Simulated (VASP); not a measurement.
# C (P1) in VASP: a series of runs

Runs on C. Level: PBE. Tasks: single point.

Everything below comes from runs of VASP 6.6.1. Logs are shortened: lines on timing, memory, paths and dates and some standing lists are left out, and cuts for length are marked.

## 1. The cell of the first run

The typed cell holds 16 atoms: a = 5.212 Å, b = 5.212 Å, c = 5.212 Å, α = 60.00°, β = 60.00°, γ = 60.00°.

## 2. Single point, PBE

Contents of INCAR:

```
SYSTEM = C
  PREC = Accurate
  ENCUT = 520
  EDIFF = 1E-6
  ISMEAR = -1
  SIGMA = 0.24
  LREAL = Auto
  LASPH = .TRUE.
  NELM = 100
  ALGO = Normal
  ISIF = 2
  LWAVE = .FALSE.
  LCHARG = .FALSE.
  GGA = PE
  NBANDS = 46
```

Contents of KPOINTS:

```
Automatic mesh
0
G
  3 3 3
  0 0 0
```

Contents of POSCAR:

```
C
1.0
    0.0000000000      3.6852400000      3.6852400000
    3.6852400000      0.0000000000      3.6852400000
    3.6852400000      3.6852400000      0.0000000000
C
16
Direct
   -0.0580830556      0.0134997992      0.0182756076
    0.1060310862      0.1280920646      0.0996814319
   -0.0136083403     -0.0258734845      0.4777572153
    0.1066144946      0.1517133212      0.6086713484
    0.0104742161      0.4738633033     -0.0407300474
    0.1050135134      0.6247625663      0.1145108595
   -0.0348552604      0.5052181133      0.4802265253
    0.1333970108      0.5728256504      0.6311936265
    0.4955579555     -0.0301879932     -0.0151279157
    0.6078979931      0.1107797593      0.1066280622
    0.4596986899      0.0259141874      0.4693588477
    0.6166898221      0.0965880106      0.6146275412
    0.4786391117      0.4940248125     -0.0186690690
    0.6121853665      0.5989433524      0.0904825737
    0.5244977261      0.4557098045      0.4927765899
    0.6240434816      0.6005714689      0.6228495295
```

Potentials or basis: VASP PAW PBE potentials, release 64 (C).

Launch:

```
cat potpaw_PBE.64/C/POTCAR > POTCAR
mpirun -np 1 vasp_std > vasp.out
```

OUTCAR:

```text
SYSTEM = C
   PREC = Accurate
   ENCUT = 520
   EDIFF = 1E-6
   ISMEAR = -1
   LREAL = Auto
   LASPH = .TRUE.
   NELM = 100
   ISIF = 2
   GGA = PE

 ion  position               nearest neighbor table
   1  0.942  0.013  0.018-  10 1.43   2 1.55   6 1.66   4 1.75
   2  0.106  0.128  0.100-   5 1.48   1 1.55   3 1.61   9 1.66
   3  0.986  0.974  0.478-  12 1.57   2 1.61   8 1.71   4 1.83
   4  0.107  0.152  0.609-  11 1.51   7 1.51   1 1.75   3 1.83
   5  0.010  0.474  0.959-   8 1.40   2 1.48  14 1.70   6 1.71
   6  0.105  0.625  0.115-   7 1.56  13 1.59   1 1.66   5 1.71
[... 8 lines left out ...]
  15  0.524  0.456  0.493-  12 1.53  16 1.60   8 1.67  14 1.73
  16  0.624  0.601  0.623-   7 1.46  13 1.53  15 1.60  11 1.82

  LATTYP: Found a face centered cubic cell.
 ALAT       =     7.3704800000

  Lattice vectors:

 A1 = (   0.0000000000,   3.6852400000,   3.6852400000)
 A2 = (   3.6852400000,   0.0000000000,   3.6852400000)
 A3 = (   3.6852400000,   3.6852400000,   0.0000000000)

Analysis of symmetry for initial positions (statically):
=====================================================================
 Subroutine PRICEL returns:
 Original cell was already a primitive cell.

 Routine SETGRP: Setting up the symmetry group for a
 face centered cubic supercell.

 Subroutine GETGRP returns: Found  1 space group operations
 (whereof  1 operations were pure point group operations)
 out of a pool of 48 trial point group operations.

The static configuration has the point symmetry C_1 .

Analysis of symmetry for dynamics (positions and initial velocities):
=====================================================================
 Subroutine PRICEL returns:
 Original cell was already a primitive cell.

 Routine SETGRP: Setting up the symmetry group for a
 face centered cubic supercell.

 Subroutine GETGRP returns: Found  1 space group operations
 (whereof  1 operations were pure point group operations)
 out of a pool of 48 trial point group operations.

The dynamic configuration has the point symmetry C_1 .

 Subroutine INISYM returns: Found  1 space group operations
 (whereof  1 operations are pure point group operations),
 and found     1 'primitive' translations

----------------------------------------------------------------------------------------

                                     Primitive cell

  volume of cell :     100.0984

  direct lattice vectors                    reciprocal lattice vectors
     0.000000000  3.685240000  3.685240000    -0.135676374  0.135676374  0.135676374
     3.685240000  0.000000000  3.685240000     0.135676374 -0.135676374  0.135676374
     3.685240000  3.685240000  0.000000000     0.135676374  0.135676374 -0.135676374

  length of vectors
     5.211716389  5.211716389  5.211716389     0.234998373  0.234998373  0.234998373

  position of ions in fractional coordinates (direct lattice)
     0.941916944  0.013499799  0.018275608
     0.106031086  0.128092065  0.099681432
     0.986391660  0.974126515  0.477757215
     0.106614495  0.151713321  0.608671348
     0.010474216  0.473863303  0.959269953
     0.105013513  0.624762566  0.114510860
[... 8 lines left out ...]
     0.524497726  0.455709805  0.492776590
     0.624043482  0.600571469  0.622849530

  ion indices of the primitive-cell ions
   primitive index   ion index
                 1           1
                 2           2
                 3           3
                 4           4
                 5           5
                 6           6
[... 8 lines left out ...]
                15          15
                16          16

----------------------------------------------------------------------------------------

 KPOINTS: Automatic mesh

Automatic generation of k-mesh.
 Grid dimensions read from file:
 generate k-points for:    3    3    3

 Generating k-lattice:

  Cartesian coordinates                     Fractional coordinates (reciprocal lattice)
    -0.045225458  0.045225458  0.045225458     0.333333333  0.000000000  0.000000000
     0.045225458 -0.045225458  0.045225458     0.000000000  0.333333333  0.000000000
     0.045225458  0.045225458 -0.045225458     0.000000000  0.000000000  0.333333333

  Length of vectors
     0.078332791  0.078332791  0.078332791

  Shift w.r.t. Gamma in fractional coordinates (k-lattice)
     0.000000000  0.000000000  0.000000000

 Subroutine IBZKPT returns following result:
 ===========================================

 Found     14 irreducible k-points:

 Following reciprocal coordinates:
            Coordinates               Weight
  0.000000  0.000000  0.000000      1.000000
  0.333333  0.000000  0.000000      2.000000
  0.000000  0.333333  0.000000      2.000000
  0.000000  0.000000  0.333333      2.000000
  0.333333  0.333333  0.333333      2.000000
  0.333333  0.333333  0.000000      2.000000
  0.000000  0.333333  0.333333      2.000000
  0.333333  0.000000  0.333333      2.000000
 -0.333333  0.333333  0.000000      2.000000
  0.000000 -0.333333  0.333333      2.000000
  0.333333  0.000000 -0.333333      2.000000
  0.333333  0.333333 -0.333333      2.000000
 -0.333333  0.333333 -0.333333      2.000000
  0.333333 -0.333333 -0.333333      2.000000
   k-points           NKPTS =     14   k-points in BZ     NKDIM =     14   number of bands    NBANDS=     46
   number of dos      NEDOS =    301   number of ions     NIONS =     16
   total plane-waves  NPLWV =  64000
   dimension x,y,z NGX =    40 NGY =   40 NGZ =   40
   dimension x,y,z NGXF=    80 NGYF=   80 NGZF=   80
   ions per type =              16
   NGX,Y,Z   is equivalent  to a cutoff of  12.76, 12.76, 12.76 a.u.
   NGXF,Y,Z  is equivalent  to a cutoff of  25.52, 25.52, 25.52 a.u.
 SYSTEM =  C
   PREC   = accura    normal or accurate (medium, high low for compatibility)
   ISTART =      0    job   : 0-new  1-cont  2-samecut
   ICHARG =      2    charge: 1-file 2-atom 10-const
   ISPIN  =      1    spin polarized calculation?
   LNONCOLLINEAR =      F non collinear calculations
   LSORBIT =      F    spin-orbit coupling
   LASPH  =      T    aspherical Exc in radial PAW
   ENCUT  =  520.0 eV  38.22 Ry    6.18 a.u.   9.69  9.69  9.69*2*pi/ulx,y,z
   NELM   =    100;   NELMIN=  2; NELMDL= -5     # of ELM steps
   EDIFF  = 0.1E-05   stopping-criterion for ELM
   LREAL  =      T    real-space projection
   EDIFFG = 0.1E-04   stopping-criterion for IOM
   NSW    =      0    number of steps for IOM
[... 5 lines left out ...]
   TEBEG  =    0.0;   TEEND  =   0.0 temperature during run
   PSTRESS=    0.0 pullay stress
   NELECT =      64.0000    total number of electrons
   NUPDOWN=      -1.0000    fix difference up-down
   EMIN   =  10.00;   EMAX   =-10.00  energy-range for DOS
   EFERMI =   0.00;   METHOD = LEGACY
   ISMEAR =    -1;   SIGMA  =   0.24  broadening in eV -4-tet -1-fermi 0-gaus
   EFERMI_NEDOS =   21; number of points for ismear=-14 and -15
   IALGO  =     38    algorithm
   IMIX   =      4    mixing-type and parameters
     AMIX     =   0.40;   BMIX     =  1.00
     AMIX_MAG =   1.60;   BMIX_MAG =  1.00
  volume/ion in A,a.u.               =       6.26        42.22
  Fermi-wavevector in a.u.,A,eV,Ry     =   1.410346  2.665168 27.063025  1.989076
  Thomas-Fermi vector in A             =   2.532309
   LORBIT       =      0    0 simple, 1 ext, 2 COOP (PROOUT), +10 PAW based schemes
   GGA     = PE    functional components
   LHFCALC =     F    Hartree Fock is set to
   AEXX    =    0.0000 exact exchange contribution
   IVDW    =     0    specifies the selected vdW correction
   LEPSILON=     F    determine dielectric tensor
   LRPA    =     F    only Hartree local field effects (RPA)
 non-spin polarized calculation
  energy-cutoff  :      520.00
  volume of cell :      100.10
 maximum number of plane-waves:      2733
   NGX = 19   NGY = 19   NGZ = 19

 number of electron      64.0000000 magnetization

 Free energy of the ion-electron system (eV)
  ---------------------------------------------------
  ext. energy  EPLUGINS =         0.00000000
  ---------------------------------------------------
  free energy    TOTEN  =      -139.95609047 eV

  energy without entropy =     -139.94985913  energy(sigma->0) =     -139.95297480

 E-fermi :  10.2857     XC(G=0): -12.7627

 val. band max:        9.3933586696   @ k =   0.0000   0.0000   0.0000
 cond. band min:      11.5466665300   @ k =   0.0000   0.0000   0.0000
 fundamental gap:      2.1533078604
 Fermi energy:        10.2857463407

 k-point     1 :       0.0000    0.0000    0.0000
  band No.  band energies     occupation
      1     -12.0663      2.00000
      2      -7.2866      2.00000
      3      -7.1930      2.00000
      4      -6.7311      2.00000
      5      -6.6823      2.00000
      6      -4.8972      2.00000
[... 36 lines left out ...]
     43      15.2148      0.00000
     44      15.5210      0.00000

 k-point     2 :       0.3333    0.0000    0.0000
  band No.  band energies     occupation
      1     -11.3760      2.00000
      2      -9.3209      2.00000
      3      -7.3224      2.00000
      4      -7.0631      2.00000
      5      -6.6453      2.00000
      6      -6.0963      2.00000
[... 36 lines left out ...]
     43      15.9399      0.00000
     44      16.1103      0.00000

 k-point     3 :       0.0000    0.3333    0.0000
  band No.  band energies     occupation
      1     -11.4056      2.00000
      2      -9.2308      2.00000
      3      -7.2926      2.00000
      4      -7.0830      2.00000
      5      -6.5326      2.00000
      6      -6.0353      2.00000
[... 36 lines left out ...]
     43      15.9249      0.00000
     44      16.1811      0.00000

 k-point     4 :       0.0000    0.0000    0.3333
  band No.  band energies     occupation
      1     -11.3824      2.00000
      2      -9.3162      2.00000
      3      -7.2579      2.00000
      4      -7.0107      2.00000
      5      -6.6883      2.00000
      6      -5.9393      2.00000
[... 412 lines left out ...]
     43      17.0076      0.00000
     44      17.2952      0.00000

 k-point    13 :      -0.3333    0.3333   -0.3333
  band No.  band energies     occupation
      1     -10.4392      2.00000
      2      -9.5365      2.00000
      3      -9.2278      2.00000
      4      -7.5757      2.00000
      5      -7.3748      2.00000
      6      -5.4594      2.00000
[... 36 lines left out ...]
     43      16.7024      0.00000
     44      17.0964      0.00000

 k-point    14 :       0.3333   -0.3333   -0.3333
  band No.  band energies     occupation
      1     -10.3678      2.00000
      2      -9.6816      2.00000
      3      -9.1904      2.00000
      4      -7.8291      2.00000
      5      -6.9466      2.00000
      6      -5.5042      2.00000
[... 36 lines left out ...]
     43      16.8209      0.00000
     44      17.1080      0.00000
 [bands above 44 left out]

------------------------ aborting loop because EDIFF is reached ----------------------------------------

  FORCE on cell =-STRESS in cart. coord.  units (eV):
  Direction    XX          YY          ZZ          XY          YZ          ZX
  --------------------------------------------------------------------------------------
  -------------------------------------------------------------------------------------
  Total      -15.1840181    -14.5681538    -13.5727394      0.7584012     -0.2718110      0.2653450
  in kB     -243.0356427   -233.1781084   -217.2454891     12.1389816     -4.3506109      4.2471167
  external PRESSURE =    -231.1530801 kB  Pullay stress =       0.0000000 kB

 VOLUME and BASIS-vectors are now :
 -----------------------------------------------------------------------------
  energy-cutoff  :      520.00
  volume of cell :      100.10
      direct lattice vectors                 reciprocal lattice vectors
     0.000000000  3.685240000  3.685240000    -0.135676374  0.135676374  0.135676374
     3.685240000  0.000000000  3.685240000     0.135676374 -0.135676374  0.135676374
     3.685240000  3.685240000  0.000000000     0.135676374  0.135676374 -0.135676374

 POSITION                                       TOTAL-FORCE (eV/Angst)
 -----------------------------------------------------------------------------------
      0.11710      3.53854      3.52094        -6.859878      1.674043      4.067249
      0.83940      0.75810      0.86280        -0.808840      3.305601     -3.034899
      5.35054      5.39574      7.22498         2.048101      2.081385      1.555211
      2.80220      2.63600      0.95200        -2.772121     -1.356268     -4.852436
      5.28144      3.57374      1.78490         5.931811      0.977913     -2.005526
      2.72440      0.80900      2.68940        -0.558892     -1.809851     -0.393984
[... 8 lines left out ...]
      3.49540      3.74890      3.61230         1.190688     -3.592620     -1.123091
      4.50860      4.59510      4.51300         0.508864     -5.102067     -0.940888
 -----------------------------------------------------------------------------------
    total drift:                               -0.020860      0.001018     -0.010517

  FREE ENERGIE OF THE ION-ELECTRON SYSTEM (eV)
  ---------------------------------------------------
  free  energy   TOTEN  =      -139.9560904724 eV

  energy  without entropy=     -139.9498591306  energy(sigma->0) =     -139.95297480
```

It took 3 min on 1 thread of AMD EPYC 7R43 (Zen 3), shared host; peak memory 0.21 GiB.

Results:

| Property | Result |
| --- | --- |
| Free energy | -139.9561 eV |
| Pressure | -23.1 GPa |
| Largest force | 8.149 eV/Å |
| Band gap on the k mesh | 2.15 eV |

Forces on the atoms (eV/Å):
```
C   -6.860  1.674  4.067
C   -0.809  3.306 -3.035
C    2.048  2.081  1.555
C   -2.772 -1.356 -4.852
C    5.932  0.978 -2.006
C   -0.559 -1.810 -0.394
C   -1.396  4.513  1.924
C   -1.156 -5.402  5.346
C    0.103 -1.544 -0.313
C    2.826 -1.768 -1.702
C   -0.785  4.162 -1.280
C   -0.768 -0.106  1.492
C   -0.327  0.158 -0.713
C    2.823  3.809  1.976
C    1.191 -3.593 -1.123
C    0.509 -5.102 -0.941
```

Levels at points of the mesh, in eV from the valence-band top:
```csv
k point,band 28,band 29,band 30,band 31,band 32,band 33,band 34,band 35,band 36,band 37
"(0.00, 0.00, 0.00)",-2.95,-2.79,-1.18,-0.72,0.00,2.15,2.26,2.57,3.02,3.23
```

Caveat: the k points lie up to 0.49 Å⁻¹ apart; forces of over 1 eV/Å act on the atoms, so gaps and moduli don't describe the material at rest. A k mesh can miss the band edges.

(Part 1 of 2 ends here.)
